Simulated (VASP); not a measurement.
# Fe (P6_3/mmc) in VASP: further runs

Runs on Fe. Level: PBE. Tasks: electric field gradients.

Everything below comes from runs of VASP 6.6.1. Logs are shortened: lines on timing, memory, paths and dates and some standing lists are left out, and cuts for length are marked.

### 1 The cell of the first run

The structure is hexagonal, space group P6_3/mmc (No. 194). The conventional cell has a = 2.426 Å, b = 2.426 Å, c = 3.829 Å, α = 90.00°, β = 90.00°, γ = 120.00°. Fe (site symmetry -6m2) has 12 Fe at 2.37 to 2.43 Å within 3.1 Å.

### 2 Electric field gradients, PBE (volume scaled by 0.99)

Input file INCAR:

```
SYSTEM = Fe
PREC = Accurate
ENCUT = 520
EDIFF = 1E-8
ISMEAR = -1
SIGMA = 0.08
LREAL = .FALSE.
LASPH = .TRUE.
NELM = 100
ALGO = Normal
ISIF = 2
LWAVE = .FALSE.
LCHARG = .FALSE.
GGA = PE
LEFG = .TRUE.
NBANDS = 15
```

Input file KPOINTS:

```
regular mesh
0
G
  17 17 10
  0 0 0
```

Input file POSCAR:

```
Fe
1.0
    2.4260165292      0.0000000000      0.0000000000
   -1.2130082646      2.1009919443      0.0000000000
    0.0000000000      0.0000000000      3.8290850949
Fe
2
Direct
    0.3333333333      0.6666666667      0.2500000000
    0.6666666667      0.3333333333      0.7500000000
```

Potentials or basis: VASP PAW PBE potentials, release 64 (Fe).

Launch:

```
> cat potpaw_PBE.64/Fe/POTCAR > POTCAR
> mpirun -np 1 vasp_std > vasp.out
```

OUTCAR:

```text
SYSTEM = Fe
   PREC = Accurate
   ENCUT = 520
   EDIFF = 1E-8
   ISMEAR = -1
   LREAL = .FALSE.
   LASPH = .TRUE.
   NELM = 100
   ISIF = 2
   GGA = PE

 ion  position               nearest neighbor table
   1  0.333  0.667  0.250-   2 2.37   2 2.37   2 2.37   2 2.37   2 2.37   2 2.37
   2  0.667  0.333  0.750-   1 2.37   1 2.37   1 2.37   1 2.37   1 2.37   1 2.37

  LATTYP: Found a hexagonal cell.
 ALAT       =     2.4260165292
 C/A-ratio  =     1.5783425417

  Lattice vectors:

 A1 = (   2.4260165292,   0.0000000000,   0.0000000000)
 A2 = (  -1.2130082646,   2.1009919443,   0.0000000000)
 A3 = (   0.0000000000,   0.0000000000,   3.8290850949)

Analysis of symmetry for initial positions (statically):
=====================================================================
 Subroutine PRICEL returns:
 Original cell was already a primitive cell.

 Routine SETGRP: Setting up the symmetry group for a
 hexagonal supercell.

 Subroutine GETGRP returns: Found 24 space group operations
 (whereof 12 operations were pure point group operations)
 out of a pool of 24 trial point group operations.

The static configuration has the point symmetry D_3d.
 The point group associated with its full space group is D_6h.

Analysis of symmetry for dynamics (positions and initial velocities):
=====================================================================
 Subroutine PRICEL returns:
 Original cell was already a primitive cell.

 Routine SETGRP: Setting up the symmetry group for a
 hexagonal supercell.

 Subroutine GETGRP returns: Found 24 space group operations
 (whereof 12 operations were pure point group operations)
 out of a pool of 24 trial point group operations.

The dynamic configuration has the point symmetry D_3d.
 The point group associated with its full space group is D_6h.

 Subroutine INISYM returns: Found 24 space group operations
 (whereof 12 operations are pure point group operations),
 and found     1 'primitive' translations

----------------------------------------------------------------------------------------

                                     Primitive cell

  volume of cell :      19.5170

[... 136 lines left out ...]
 E-fermi :   7.4144     XC(G=0): -14.0468

 val. band max:        7.4112640050   @ k =   0.2941  -0.0000   0.2000
 cond. band min:       7.4157238121   @ k =   0.2941  -0.0000   0.0000
 fundamental gap:      0.0044598071
 Fermi energy:         7.4143573927

 k-point     1 :       0.0000    0.0000    0.0000
  band No.  band energies     occupation
      1      -1.7573      2.00000
      2       2.2149      2.00000
      3       5.6503      2.00000
      4       5.6503      2.00000
      5       5.8023      2.00000
      6       6.1512      2.00000
      7       6.1512      2.00000
      8       6.5053      1.99998
      9       6.5053      1.99998
     10       7.9921      0.00146
     11       8.1679      0.00016
     12       8.1679      0.00016
     13      16.6586      0.00000
     14      29.6362      0.00000
[... 401 lines left out ...]
      2       3.5467      2.00000
      3       3.8853      2.00000
      4       4.0698      2.00000
      5       5.3985      2.00000
      6       5.8210      2.00000
      7       6.2313      2.00000
      8       6.9188      1.99593
      9       7.5275      0.39120
     10       8.0887      0.00044
     11       8.3970      0.00001
     12      15.0487      0.00000
     13      17.0593      0.00000
     14      21.2480      0.00000
     15      22.0890      0.00000

 [... further k-points ...]

------------------------ aborting loop because EDIFF is reached ----------------------------------------

  FORCE on cell =-STRESS in cart. coord.  units (eV):
  Direction    XX          YY          ZZ          XY          YZ          ZX
  --------------------------------------------------------------------------------------
  -------------------------------------------------------------------------------------
  Total        1.5991475      1.5991475      1.7568342      0.0000000      0.0000000      0.0000000
  in kB      131.2761849    131.2761849    144.2208972      0.0000000      0.0000000      0.0000000
  external PRESSURE =     135.5910890 kB  Pullay stress =       0.0000000 kB

 VOLUME and BASIS-vectors are now :
 -----------------------------------------------------------------------------
  energy-cutoff  :      520.00
  volume of cell :       19.52
      direct lattice vectors                 reciprocal lattice vectors
     2.426016529  0.000000000  0.000000000     0.412198346  0.237982826  0.000000000
    -1.213008265  2.100991944  0.000000000     0.000000000  0.475965652  0.000000000
     0.000000000  0.000000000  3.829085095     0.000000000  0.000000000  0.261158991

 POSITION                                       TOTAL-FORCE (eV/Angst)
 -----------------------------------------------------------------------------------
     -0.00000      1.40066      0.95727         0.000000      0.000000      0.000000
      1.21301      0.70033      2.87181        -0.000000     -0.000000      0.000000
 -----------------------------------------------------------------------------------
    total drift:                                0.000000     -0.000000     -0.000000

  FREE ENERGIE OF THE ION-ELECTRON SYSTEM (eV)
  ---------------------------------------------------
  free  energy   TOTEN  =       -16.2995858929 eV

  energy  without entropy=      -16.2468596098  energy(sigma->0) =      -16.27322275

 Electric field gradients (V/A^2)
---------------------------------------------------------------------
 ion       V_xx      V_yy      V_zz      V_xy      V_xz      V_yz
---------------------------------------------------------------------
   1       3.985     3.986    -7.971     0.000     0.000    -0.000
   2       3.985     3.986    -7.971     0.000    -0.000     0.000
---------------------------------------------------------------------

 Electric field gradients after diagonalization (V/A^2)
 (convention: |V_zz| > |V_xx| > |V_yy|)
----------------------------------------------------------------------
 ion       V_xx      V_yy      V_zz     asymmetry (V_yy - V_xx)/ V_zz
----------------------------------------------------------------------
   1       3.986     3.985    -7.971       0.000
   2       3.986     3.985    -7.971       0.000
----------------------------------------------------------------------

           NMR quadrupolar parameters

 Cq : quadrupolar parameter    Cq=e*Q*V_zz/h
 eta: asymmetry parameters     (V_yy - V_xx)/ V_zz
 Q  : nuclear electric quadrupole moment in mb (millibarn)
----------------------------------------------------------------------
 ion       Cq(MHz)       eta       Q (mb)
----------------------------------------------------------------------
   1      -0.019       0.000       1.000
   2      -0.019       0.000       1.000
----------------------------------------------------------------------
```

Wall time 32 s (1 thread of Intel Xeon Platinum 8488C (Sapphire Rapids), shared host); peak memory 0.16 GiB.

Results:

| Property | Result |
| --- | --- |
| Free energy | -16.2996 eV |
| Pressure | 13.6 GPa |
| Band gap on the k mesh | zero (band 8 reaches 8.30 eV, above the bottom of band 9 at 6.36 eV) |

Electric field gradients, principal values (V/Å²):
```tsv
atom	least	middle	greatest (by size)
1 Fe	3.985	3.986	-7.971
2 Fe	3.985	3.986	-7.971
```

Caveat: without QUAD_EFG the Cq values of the log hold for a quadrupole moment of 1 mb, not for the nuclei; the run has no spin polarisation, though such a crystal can be magnetic. Spin polarisation is off, so any magnetic state and its effect on volume and gap are missing.

### 3 Electric field gradients, PBE (equal xx and yy strain of +1 %)

Input file INCAR:

```
  PREC = Accurate
  ENCUT = 520
  EDIFF = 1E-8
  ISMEAR = -1
  SIGMA = 0.08
  LREAL = False
  LASPH = True
  NELM = 60
  ALGO = Normal
  ISIF = 2
  LWAVE = False
  LCHARG = False
  GGA = PE
  LEFG = True
  NBANDS = 15
```

Input file KPOINTS:

```
regular mesh
0
Gamma
  17 17 10
```

Input file POSCAR:

```
Fe
1.0
    2.4584991612      0.0000000000      0.0000000000
   -1.2292495806      2.1291227288      0.0000000000
    0.0000000000      0.0000000000      3.8419344700
Fe
2
Direct
    0.3333333333      0.6666666667      0.2500000000
    0.6666666667      0.3333333333      0.7500000000
```

Potentials or basis: VASP PAW PBE potentials, release 64 (Fe).

Launch:

```
> cat potpaw_PBE.64/Fe/POTCAR > POTCAR
> mpirun -np 1 vasp_std > vasp.out
```

OUTCAR:

```text
PREC = Accurate
   ENCUT = 520
   EDIFF = 1E-8
   ISMEAR = -1
   LREAL = False
   LASPH = True
   NELM = 60
   ISIF = 2
   GGA = PE

 ion  position               nearest neighbor table
   1  0.333  0.667  0.250-   2 2.39   2 2.39   2 2.39   2 2.39   2 2.39   2 2.39
   2  0.667  0.333  0.750-   1 2.39   1 2.39   1 2.39   1 2.39   1 2.39   1 2.39

  LATTYP: Found a hexagonal cell.
 ALAT       =     2.4584991612
 C/A-ratio  =     1.5627153878

  Lattice vectors:

 A1 = (   2.4584991612,   0.0000000000,   0.0000000000)
 A2 = (  -1.2292495806,   2.1291227288,   0.0000000000)
 A3 = (   0.0000000000,   0.0000000000,   3.8419344700)

Analysis of symmetry for initial positions (statically):
=====================================================================
 Subroutine PRICEL returns:
 Original cell was already a primitive cell.

 Routine SETGRP: Setting up the symmetry group for a
 hexagonal supercell.

 Subroutine GETGRP returns: Found 24 space group operations
 (whereof 12 operations were pure point group operations)
 out of a pool of 24 trial point group operations.

The static configuration has the point symmetry D_3d.
 The point group associated with its full space group is D_6h.

Analysis of symmetry for dynamics (positions and initial velocities):
=====================================================================
 Subroutine PRICEL returns:
 Original cell was already a primitive cell.

 Routine SETGRP: Setting up the symmetry group for a
 hexagonal supercell.

 Subroutine GETGRP returns: Found 24 space group operations
[... 578 lines left out ...]
      5       5.1151      2.00000
      6       5.5706      2.00000
      7       5.9190      2.00000
      8       6.6342      1.99073
      9       7.1511      0.50266
     10       7.6886      0.00081
     11       8.0270      0.00001
     12      14.5636      0.00000
     13      16.5471      0.00000
     14      20.4665      0.00000
     15      21.2500      0.00000

 [... further k-points ...]

------------------------ aborting loop because EDIFF is reached ----------------------------------------

  FORCE on cell =-STRESS in cart. coord.  units (eV):
  Direction    XX          YY          ZZ          XY          YZ          ZX
  --------------------------------------------------------------------------------------
  -------------------------------------------------------------------------------------
  Total        0.2635299      0.2635299      0.9370931      0.0000000     -0.0000000     -0.0000000
  in kB       20.9951859     20.9951859     74.6573545      0.0000000     -0.0000000     -0.0000000
  external PRESSURE =      38.8825755 kB  Pullay stress =       0.0000000 kB

 VOLUME and BASIS-vectors are now :
 -----------------------------------------------------------------------------
  energy-cutoff  :      520.00
  volume of cell :       20.11
      direct lattice vectors                 reciprocal lattice vectors
     2.458499161  0.000000000  0.000000000     0.406752223  0.234838506  0.000000000
    -1.229249581  2.129122729  0.000000000     0.000000000  0.469677011  0.000000000
     0.000000000  0.000000000  3.841934470     0.000000000  0.000000000  0.260285543

 POSITION                                       TOTAL-FORCE (eV/Angst)
 -----------------------------------------------------------------------------------
     -0.00000      1.41942      0.96048         0.000000     -0.000000      0.000000
      1.22925      0.70971      2.88145        -0.000000      0.000000      0.000000
 -----------------------------------------------------------------------------------
    total drift:                                0.000000     -0.000000     -0.000000

  FREE ENERGIE OF THE ION-ELECTRON SYSTEM (eV)
  ---------------------------------------------------
  free  energy   TOTEN  =       -16.3285501375 eV

  energy  without entropy=      -16.2738459871  energy(sigma->0) =      -16.30119806

 Electric field gradients (V/A^2)
---------------------------------------------------------------------
 ion       V_xx      V_yy      V_zz      V_xy      V_xz      V_yz
---------------------------------------------------------------------
   1       4.965     4.964    -9.930    -0.001     0.000    -0.000
   2       4.965     4.964    -9.930    -0.001    -0.000     0.000
---------------------------------------------------------------------

 Electric field gradients after diagonalization (V/A^2)
 (convention: |V_zz| > |V_xx| > |V_yy|)
----------------------------------------------------------------------
 ion       V_xx      V_yy      V_zz     asymmetry (V_yy - V_xx)/ V_zz
----------------------------------------------------------------------
   1       4.965     4.964    -9.930       0.000
   2       4.965     4.964    -9.930       0.000
----------------------------------------------------------------------

           NMR quadrupolar parameters

 Cq : quadrupolar parameter    Cq=e*Q*V_zz/h
 eta: asymmetry parameters     (V_yy - V_xx)/ V_zz
 Q  : nuclear electric quadrupole moment in mb (millibarn)
----------------------------------------------------------------------
 ion       Cq(MHz)       eta       Q (mb)
----------------------------------------------------------------------
   1      -0.024       0.000       1.000
   2      -0.024       0.000       1.000
----------------------------------------------------------------------
```

OSZICAR:

```text
N       E                     dE             d eps       ncg     rms          rms(c)
DAV:   1     0.769630435189E+02    0.76963E+02   -0.73106E+03  6052   0.145E+03
DAV:   2    -0.174202035328E+02   -0.94383E+02   -0.84272E+02  5940   0.245E+02
DAV:   3    -0.194762765285E+02   -0.20561E+01   -0.19692E+01  7228   0.523E+01
DAV:   4    -0.194887780365E+02   -0.12502E-01   -0.12500E-01  6948   0.350E+00
DAV:   5    -0.194889361710E+02   -0.15813E-03   -0.15813E-03  7354   0.389E-01    0.175E+01
DAV:   6    -0.165486250330E+02    0.29403E+01   -0.12208E+01  6612   0.751E+01    0.249E+00
DAV:   7    -0.163672501287E+02    0.18137E+00   -0.84148E-01  7032   0.183E+01    0.104E+00
DAV:   8    -0.163401080164E+02    0.27142E-01   -0.53119E-03  8944   0.115E+00    0.500E-01
DAV:   9    -0.163285842547E+02    0.11524E-01   -0.20153E-03  9038   0.544E-01    0.765E-02
DAV:  10    -0.163285604781E+02    0.23777E-04   -0.18536E-04  7712   0.250E-01    0.345E-02
DAV:  11    -0.163285486409E+02    0.11837E-04   -0.12850E-05  7654   0.798E-02    0.350E-03
DAV:  12    -0.163285496423E+02   -0.10015E-05   -0.66356E-07  6717   0.102E-02    0.170E-03
DAV:  13    -0.163285499009E+02   -0.25854E-06   -0.78298E-09  5808   0.105E-03    0.468E-04
DAV:  14    -0.163285501415E+02   -0.24062E-06   -0.11904E-09  3607   0.412E-04    0.536E-05
DAV:  15    -0.163285501375E+02    0.40204E-08   -0.33326E-10  3474   0.266E-04
   1 F= -.16328550E+02 E0= -.16301198E+02  d E =-.547042E-01
```

Run time: 41 s. Hardware: 1 thread of Intel Xeon Platinum 8488C (Sapphire Rapids), shared host; peak memory 0.16 GiB.

What came out:

| Quantity | Value |
| --- | --- |
| Free energy | -16.3286 eV |
| Pressure | 3.9 GPa |
| Band gap on the k mesh | zero (band 8 reaches 7.88 eV, above the bottom of band 9 at 6.06 eV) |

Electric field gradients, principal values (V/Å²):
| atom | least | middle | greatest (by size) |
| --- | --- | --- | --- |
| 1 Fe | 4.964 | 4.965 | -9.930 |
| 2 Fe | 4.964 | 4.965 | -9.930 |

Caveat: the cell differs from its parent crystal (equal xx and yy strain of +1 %); without QUAD_EFG the Cq values of the log hold for a quadrupole moment of 1 mb, not for the nuclei; the run has no spin polarisation, though such a crystal can be magnetic. Spin polarisation is off, so any magnetic state and its effect on volume and gap are missing.

(Continued in part 2 of 2.)
